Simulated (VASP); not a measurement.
# Ge (Fd-3m) in VASP: a series of runs

Runs on Ge. Level: PBEsol. Tasks: single point, relaxation of cell and atoms.

All numbers are computed with VASP 6.6.1; they aren't measurements. Logs are shortened: lines on timing, memory, paths and dates and some standing lists are left out, and cuts for length are marked.

## Step 1: The cell of the first run

It takes space group Fd-3m (No. 227, cubic). The conventional cell has a = 5.676 Å, b = 5.676 Å, c = 5.676 Å, α = 90.00°, β = 90.00°, γ = 90.00°. Within 3.2 Å of Ge (site symmetry -43m) lie 4 Ge at 2.46 Å.

## Step 2: Single point, PBEsol

File INCAR:

```
SYSTEM = Ge
PREC = Accurate
ENCUT = 520
EDIFF = 1E-7
ISMEAR = -1
SIGMA = 0.08
LREAL = .FALSE.
LASPH = .TRUE.
NELM = 100
ALGO = Normal
ISIF = 2
LWAVE = .FALSE.
LCHARG = .FALSE.
GGA = PS
NBANDS = 21
```

File KPOINTS:

```
Automatic mesh
0
G
  12 12 12
  0 0 0
```

File POSCAR:

```
Ge
1.0
    0.0000000000      2.8382170140      2.8382170140
    2.8382170140      0.0000000000      2.8382170140
    2.8382170140      2.8382170140      0.0000000000
Ge
2
Direct
    0.5000000000      0.5000000000      0.5000000000
    0.7500000000      0.7500000000      0.7500000000
```

Potentials or basis: VASP PAW PBE potentials, release 64 (Ge_d).

Started as:

```console
> cat potpaw_PBE.64/Ge_d/POTCAR > POTCAR
> mpirun -np 1 vasp_std > vasp.out
```

OUTCAR:

```text
SYSTEM = Ge
   PREC = Accurate
   ENCUT = 520
   EDIFF = 1E-7
   ISMEAR = -1
   LREAL = .FALSE.
   LASPH = .TRUE.
   NELM = 100
   ISIF = 2
   GGA = PS

 ion  position               nearest neighbor table
   1  0.500  0.500  0.500-   2 2.46   2 2.46   2 2.46   2 2.46
   2  0.750  0.750  0.750-   1 2.46   1 2.46   1 2.46   1 2.46

  LATTYP: Found a face centered cubic cell.
 ALAT       =     5.6764340280

  Lattice vectors:

 A1 = (   0.0000000000,   2.8382170140,   2.8382170140)
 A2 = (   2.8382170140,   0.0000000000,   2.8382170140)
 A3 = (   2.8382170140,   2.8382170140,   0.0000000000)

Analysis of symmetry for initial positions (statically):
=====================================================================
 Subroutine PRICEL returns:
 Original cell was already a primitive cell.

 Routine SETGRP: Setting up the symmetry group for a
 face centered cubic supercell.

 Subroutine GETGRP returns: Found 48 space group operations
 (whereof 24 operations were pure point group operations)
 out of a pool of 48 trial point group operations.

The static configuration has the point symmetry T_d .
 The point group associated with its full space group is O_h .

Analysis of symmetry for dynamics (positions and initial velocities):
=====================================================================
 Subroutine PRICEL returns:
 Original cell was already a primitive cell.

 Routine SETGRP: Setting up the symmetry group for a
 face centered cubic supercell.

 Subroutine GETGRP returns: Found 48 space group operations
 (whereof 24 operations were pure point group operations)
 out of a pool of 48 trial point group operations.

The dynamic configuration has the point symmetry T_d .
 The point group associated with its full space group is O_h .

 Subroutine INISYM returns: Found 48 space group operations
 (whereof 24 operations are pure point group operations),
 and found     1 'primitive' translations

----------------------------------------------------------------------------------------

                                     Primitive cell

  volume of cell :      45.7264

  direct lattice vectors                    reciprocal lattice vectors
     0.000000000  2.838217014  2.838217014    -0.176166938  0.176166938  0.176166938
     2.838217014  0.000000000  2.838217014     0.176166938 -0.176166938  0.176166938
     2.838217014  2.838217014  0.000000000     0.176166938  0.176166938 -0.176166938

  length of vectors
     4.013844994  4.013844994  4.013844994     0.305130087  0.305130087  0.305130087

  position of ions in fractional coordinates (direct lattice)
     0.500000000  0.500000000  0.500000000
     0.750000000  0.750000000  0.750000000

  ion indices of the primitive-cell ions
   primitive index   ion index
                 1           1
                 2           2

----------------------------------------------------------------------------------------

 KPOINTS: Automatic mesh

Automatic generation of k-mesh.
 Grid dimensions read from file:
 generate k-points for:   12   12   12

 Generating k-lattice:

  Cartesian coordinates                     Fractional coordinates (reciprocal lattice)
    -0.014680578  0.014680578  0.014680578     0.083333333  0.000000000  0.000000000
     0.014680578 -0.014680578  0.014680578     0.000000000  0.083333333  0.000000000
     0.014680578  0.014680578 -0.014680578     0.000000000  0.000000000  0.083333333

  Length of vectors
     0.025427507  0.025427507  0.025427507

  Shift w.r.t. Gamma in fractional coordinates (k-lattice)
     0.000000000  0.000000000  0.000000000

 Subroutine IBZKPT returns following result:
 ===========================================

 Found     72 irreducible k-points:

 Following reciprocal coordinates:
            Coordinates               Weight
  0.000000  0.000000  0.000000      1.000000
  0.083333  0.000000  0.000000      8.000000
  0.166667  0.000000  0.000000      8.000000
  0.250000  0.000000  0.000000      8.000000
  0.333333  0.000000  0.000000      8.000000
  0.416667  0.000000  0.000000      8.000000
[... 16 lines left out ...]
  0.500000  0.166667  0.000000     24.000000
 -0.416667  0.166667  0.000000     24.000000
 [... further k-points ...]
   k-points           NKPTS =     72   k-points in BZ     NKDIM =     72   number of bands    NBANDS=     21
   number of dos      NEDOS =    301   number of ions     NIONS =      2
   total plane-waves  NPLWV =  27000
   dimension x,y,z NGX =    30 NGY =   30 NGZ =   30
   dimension x,y,z NGXF=    60 NGYF=   60 NGZF=   60
   ions per type =               2
   NGX,Y,Z   is equivalent  to a cutoff of  12.43, 12.43, 12.43 a.u.
   NGXF,Y,Z  is equivalent  to a cutoff of  24.85, 24.85, 24.85 a.u.
 SYSTEM =  Ge
   PREC   = accura    normal or accurate (medium, high low for compatibility)
   ISTART =      0    job   : 0-new  1-cont  2-samecut
   ICHARG =      2    charge: 1-file 2-atom 10-const
   ISPIN  =      1    spin polarized calculation?
   LNONCOLLINEAR =      F non collinear calculations
   LSORBIT =      F    spin-orbit coupling
   LASPH  =      T    aspherical Exc in radial PAW
   ENCUT  =  520.0 eV  38.22 Ry    6.18 a.u.   7.46  7.46  7.46*2*pi/ulx,y,z
   NELM   =    100;   NELMIN=  2; NELMDL= -5     # of ELM steps
   EDIFF  = 0.1E-06   stopping-criterion for ELM
   LREAL  =      F    real-space projection
   EDIFFG = 0.1E-05   stopping-criterion for IOM
   NSW    =      0    number of steps for IOM
   IBRION =     -1    ionic relax: 0-MD 1-quasi-New 2-CG
   NFREE  =      0    steps in history (QN), initial steepest desc. (CG)
   ISIF   =      2    stress and relaxation
   ISYM   =      2    0-nonsym 1-usesym 2-fastsym
   POTIM  = 0.5000    time-step for ionic-motion
   TEBEG  =    0.0;   TEEND  =   0.0 temperature during run
   PSTRESS=    0.0 pullay stress
   NELECT =      28.0000    total number of electrons
   NUPDOWN=      -1.0000    fix difference up-down
   EMIN   =  10.00;   EMAX   =-10.00  energy-range for DOS
   EFERMI =   0.00;   METHOD = LEGACY
   ISMEAR =    -1;   SIGMA  =   0.08  broadening in eV -4-tet -1-fermi 0-gaus
   EFERMI_NEDOS =   21; number of points for ismear=-14 and -15
   IALGO  =     38    algorithm
   IMIX   =      4    mixing-type and parameters
     AMIX     =   0.40;   BMIX     =  1.00
     AMIX_MAG =   1.60;   BMIX_MAG =  1.00
  volume/ion in A,a.u.               =      22.86       154.29
  Fermi-wavevector in a.u.,A,eV,Ry     =   1.390183  2.627065 26.294731  1.932608
  Thomas-Fermi vector in A             =   2.514142
   LORBIT       =      0    0 simple, 1 ext, 2 COOP (PROOUT), +10 PAW based schemes
   GGA     = PS    functional components
   LHFCALC =     F    Hartree Fock is set to
   AEXX    =    0.0000 exact exchange contribution
   IVDW    =     0    specifies the selected vdW correction
   LEPSILON=     F    determine dielectric tensor
   LRPA    =     F    only Hartree local field effects (RPA)
 non-spin polarized calculation
  energy-cutoff  :      520.00
  volume of cell :       45.73
 maximum number of plane-waves:      1248
 NGX is ok and might be reduce to    30
   NGX = 15   NGY = 15   NGZ = 15

 number of electron      28.0000014 magnetization

 Free energy of the ion-electron system (eV)
  ---------------------------------------------------
  ext. energy  EPLUGINS =         0.00000000
  ---------------------------------------------------
  free energy    TOTEN  =        -9.87438949 eV

  energy without entropy =       -9.87264895  energy(sigma->0) =       -9.87351922

 E-fermi :   4.7926     XC(G=0): -10.0824

 val. band max:        4.7650669112   @ k =   0.0000   0.0000   0.0000
 cond. band min:       4.8580938660   @ k =   0.5000   0.0000   0.0000
 fundamental gap:      0.0930269548
 Fermi energy:         4.7925713100

 k-point     1 :       0.0000    0.0000    0.0000
  band No.  band energies     occupation
      1     -19.9841      2.00000
      2     -19.9841      2.00000
      3     -19.9841      2.00000
      4     -19.9483      2.00000
      5     -19.9483      2.00000
      6     -19.7415      2.00000
[... 13 lines left out ...]
     20      14.2192      0.00000
     21      14.2192      0.00000

 k-point     2 :       0.0833    0.0000    0.0000
  band No.  band energies     occupation
      1     -19.9883      2.00000
      2     -19.9883      2.00000
      3     -19.9830      2.00000
      4     -19.9426      2.00000
      5     -19.9426      2.00000
      6     -19.7482      2.00000
[... 13 lines left out ...]
     20      13.6245      0.00000
     21      13.6245      0.00000

 k-point     3 :       0.1667    0.0000    0.0000
  band No.  band energies     occupation
      1     -19.9957      2.00000
      2     -19.9957      2.00000
      3     -19.9799      2.00000
      4     -19.9313      2.00000
      5     -19.9313      2.00000
      6     -19.7583      2.00000
[... 13 lines left out ...]
     20      13.0563      0.00000
     21      13.0563      0.00000

 k-point     4 :       0.2500    0.0000    0.0000
  band No.  band energies     occupation
      1     -20.0019      2.00000
      2     -20.0019      2.00000
      3     -19.9756      2.00000
      4     -19.9203      2.00000
      5     -19.9203      2.00000
      6     -19.7669      2.00000
[... 13 lines left out ...]
     20      13.0325      0.00000
     21      13.0325      0.00000

 k-point     5 :       0.3333    0.0000    0.0000
  band No.  band energies     occupation
      1     -20.0058      2.00000
      2     -20.0058      2.00000
      3     -19.9712      2.00000
      4     -19.9125      2.00000
      5     -19.9125      2.00000
      6     -19.7724      2.00000
[... 13 lines left out ...]
     20      13.6691      0.00000
     21      13.6691      0.00000
[... 382 lines left out ...]
     20      14.3242      0.00000
     21      14.9877      0.00000

 k-point    22 :       0.4167    0.1667    0.0000
  band No.  band energies     occupation
      1     -20.0204      2.00000
      2     -20.0081      2.00000
      3     -19.9610      2.00000
      4     -19.9027      2.00000
      5     -19.8825      2.00000
      6     -19.8181      2.00000
[... 13 lines left out ...]
     20      14.8514      0.00000
     21      15.8501      0.00000

 k-point    23 :       0.5000    0.1667    0.0000
  band No.  band energies     occupation
      1     -20.0244      2.00000
      2     -20.0115      2.00000
      3     -19.9504      2.00000
      4     -19.8941      2.00000
      5     -19.8859      2.00000
      6     -19.8114      2.00000
[... 13 lines left out ...]
     20      15.6173      0.00000
     21      15.9070      0.00000

 k-point    24 :      -0.4167    0.1667    0.0000
  band No.  band energies     occupation
      1     -20.0246      2.00000
      2     -20.0139      2.00000
      3     -19.9448      2.00000
      4     -19.8950      2.00000
      5     -19.8878      2.00000
      6     -19.7981      2.00000
[... 13 lines left out ...]
     20      14.3643      0.00000
     21      14.9389      0.00000

 [... further k-points ...]

------------------------ aborting loop because EDIFF is reached ----------------------------------------

  FORCE on cell =-STRESS in cart. coord.  units (eV):
  Direction    XX          YY          ZZ          XY          YZ          ZX
  --------------------------------------------------------------------------------------
  -------------------------------------------------------------------------------------
  Total       -0.0268521     -0.0268521     -0.0268521      0.0000000      0.0000000      0.0000000
  in kB       -0.9408546     -0.9408546     -0.9408546      0.0000000      0.0000000      0.0000000
  external PRESSURE =      -0.9408546 kB  Pullay stress =       0.0000000 kB

 VOLUME and BASIS-vectors are now :
 -----------------------------------------------------------------------------
  energy-cutoff  :      520.00
  volume of cell :       45.73
      direct lattice vectors                 reciprocal lattice vectors
     0.000000000  2.838217014  2.838217014    -0.176166938  0.176166938  0.176166938
     2.838217014  0.000000000  2.838217014     0.176166938 -0.176166938  0.176166938
     2.838217014  2.838217014  0.000000000     0.176166938  0.176166938 -0.176166938

 POSITION                                       TOTAL-FORCE (eV/Angst)
 -----------------------------------------------------------------------------------
      2.83822      2.83822      2.83822         0.000000      0.000000      0.000000
      4.25733      4.25733      4.25733        -0.000000     -0.000000     -0.000000
 -----------------------------------------------------------------------------------
    total drift:                                0.000000     -0.000000     -0.000000

  FREE ENERGIE OF THE ION-ELECTRON SYSTEM (eV)
  ---------------------------------------------------
  free  energy   TOTEN  =        -9.8743894898 eV

  energy  without entropy=       -9.8726489510  energy(sigma->0) =       -9.87351922
```

Wall time 60 s (1 thread of Intel Xeon Platinum 8259CL at 2.50GHz (Skylake/Cascade Lake), shared host); peak memory 0.19 GiB.

Results:

```yaml
Free_energy: -9.8744 eV
Pressure: -0.1 GPa
Band_gap_on_the_k_mesh: zero (filled and empty bands touch)
```

Caveat: the PAW data sets were made with another functional, which shifts forces and pressure a little.

## Step 3: Relaxation of cell and atoms, PBEsol

This run uses another cell than the first one, of 22.64 Å³/atom, 0.990 times its volume.

File INCAR:

```
PREC = Accurate ; ENCUT = 600
EDIFF = 1E-6 ; ISMEAR = -1
SIGMA = 0.08 ; LREAL = F
LASPH = T ; NELM = 100
ALGO = Normal ; ISIF = 3
LWAVE = F ; LCHARG = F
GGA = PS ; IBRION = 2
NSW = 100 ; EDIFFG = -0.002
```

File KPOINTS:

```
regular mesh
0
Gamma
  12 12 12
```

File POSCAR:

```
Ge
1.0
    0.0000000000      2.8289100000      2.8289100000
    2.8289100000      0.0000000000      2.8289100000
    2.8289100000      2.8289100000      0.0000000000
Ge
2
Direct
    0.5000000000      0.5000000000      0.5000000000
    0.7500000000      0.7500000000      0.7500000000
```

Potentials or basis: VASP PAW PBE potentials, release 64 (Ge_d).

Started as:

```console
> cat potpaw_PBE.64/Ge_d/POTCAR > POTCAR
> mpirun -np 1 vasp_std > vasp.out
```

OUTCAR:

```text
PREC = Accurate
   ENCUT = 600
   EDIFF = 1E-6
   ISMEAR = -1
   LREAL = F
   LASPH = T
   NELM = 100
   ISIF = 3
   GGA = PS
   IBRION = 2
   NSW = 100
   EDIFFG = -0.002

 ion  position               nearest neighbor table
   1  0.500  0.500  0.500-   2 2.45   2 2.45   2 2.45   2 2.45
   2  0.750  0.750  0.750-   1 2.45   1 2.45   1 2.45   1 2.45

  LATTYP: Found a face centered cubic cell.
 ALAT       =     5.6578200000

  Lattice vectors:

 A1 = (   0.0000000000,   2.8289100000,   2.8289100000)
 A2 = (   2.8289100000,   0.0000000000,   2.8289100000)
 A3 = (   2.8289100000,   2.8289100000,   0.0000000000)

Analysis of symmetry for initial positions (statically):
=====================================================================
 Subroutine PRICEL returns:
 Original cell was already a primitive cell.

 Routine SETGRP: Setting up the symmetry group for a
 face centered cubic supercell.

 Subroutine GETGRP returns: Found 48 space group operations
 (whereof 24 operations were pure point group operations)
[... 172 lines left out ...]
  --------------------------------------------------------------------------------------
  -------------------------------------------------------------------------------------
  Total        0.1700195      0.1700195      0.1700195      0.0000000      0.0000000     -0.0000000
  in kB        6.0161971      6.0161971      6.0161971      0.0000000      0.0000000     -0.0000000
  external PRESSURE =       6.0161971 kB  Pullay stress =       0.0000000 kB
[... 131 lines left out ...]
--------------------------------------- Ionic step        5  -------------------------------------------

 number of electron      28.0000020 magnetization

 Free energy of the ion-electron system (eV)
  ---------------------------------------------------
  ext. energy  EPLUGINS =         0.00000000
  ---------------------------------------------------
  free energy    TOTEN  =        -9.87450393 eV

  energy without entropy =       -9.87275544  energy(sigma->0) =       -9.87362969

 E-fermi :   4.7868     XC(G=0): -10.0799

 val. band max:        4.7600593517   @ k =   0.0000   0.0000   0.0000
 cond. band min:       4.8515018632   @ k =   0.5000   0.0000   0.0000
 fundamental gap:      0.0914425115
 Fermi energy:         4.7868318856

 k-point     1 :       0.0000    0.0000    0.0000
  band No.  band energies     occupation
      1     -19.9886      2.00000
      2     -19.9886      2.00000
      3     -19.9886      2.00000
      4     -19.9528      2.00000
      5     -19.9528      2.00000
      6     -19.7463      2.00000
[... 481 lines left out ...]
      5     -19.8924      2.00000
      6     -19.8028      2.00000
[... 10 lines left out ...]
     17       9.4365      0.00000
     18      12.2102      0.00000

 [... further k-points ...]

------------------------ aborting loop because EDIFF is reached ----------------------------------------

  FORCE on cell =-STRESS in cart. coord.  units (eV):
  Direction    XX          YY          ZZ          XY          YZ          ZX
  --------------------------------------------------------------------------------------
  -------------------------------------------------------------------------------------
  Total       -0.0033426     -0.0033426     -0.0033426      0.0000000      0.0000000      0.0000000
  in kB       -0.1170575     -0.1170575     -0.1170575      0.0000000      0.0000000      0.0000000
  external PRESSURE =      -0.1170575 kB  Pullay stress =       0.0000000 kB
[... 17 lines left out ...]
  FREE ENERGIE OF THE ION-ELECTRON SYSTEM (eV)
  ---------------------------------------------------
  free  energy   TOTEN  =        -9.8745039315 eV

  energy  without entropy=       -9.8727554428  energy(sigma->0) =       -9.87362969

 reached required accuracy - stopping structural energy minimisation
```

CONTCAR:

```text
Ge
   1.00000000000000
     0.0000000000000000    2.8387140033279330    2.8387140033279330
     2.8387140033279330    0.0000000000000000    2.8387140033279330
     2.8387140033279330    2.8387140033279330    0.0000000000000000
  Ge
     2
Direct
     0.5000000000000000    0.5000000000000000    0.5000000000000000
     0.7500000000000000    0.7500000000000000    0.7500000000000000

  0.00000000E+00  0.00000000E+00  0.00000000E+00
  0.00000000E+00  0.00000000E+00  0.00000000E+00
```

Wall time 2.3 min (1 thread of Intel Xeon Platinum 8259CL at 2.50GHz (Skylake/Cascade Lake), shared host); peak memory 0.22 GiB.

Results:

* Free energy: -9.8745 eV
* Relaxed volume: 22.88 Å³/atom
* Relaxed cell: a = 4.015 Å, b = 4.015 Å, c = 4.015 Å, α = 60.00°, β = 60.00°, γ = 60.00°
* Space group after relaxing (to 0.05 Å): Fd-3m (No. 227)
* Energy gained by relaxing: 0.4 meV/atom
* Ionic steps: 5
* Pressure after relaxing: 0.0 GPa
* Band gap on the k mesh: zero (filled and empty bands touch)

Step by step:
```csv
step,energy change (eV),largest force (eV/Å),pressure (GPa),volume (Å³)
1,0.0000,0.0000,0.60,45.28
2,-0.0007,0.0000,-0.08,45.84
3,-0.0008,0.0000,0.12,45.73
4,-0.0008,0.0000,-0.24,45.79
5,-0.0008,0.0000,-0.01,45.75
```

Final structure:
```
CELL_PARAMETERS angstrom
0.00000 2.83871 2.83871
2.83871 0.00000 2.83871
2.83871 2.83871 0.00000
ATOMIC_POSITIONS crystal
Ge 0.50000 0.50000 0.50000
Ge 0.75000 0.75000 0.75000
```

Levels at points of the mesh, in eV from the Fermi level:
```
           k point  band 12  band 13  band 14  band 15  band 16  band 17
(0.00, 0.00, 0.00)    -0.13    -0.03    -0.03    -0.03     2.50     2.50
(0.50, 0.00, 0.00)    -7.61    -1.42    -1.42     0.06     3.68     3.68
(0.50, 0.50, 0.00)    -8.89    -3.08    -3.08     0.65     0.65     9.38
```

Caveat: the PAW data sets were made with another functional, which shifts forces and pressure a little. Zero-point motion and thermal expansion aren't in these numbers.
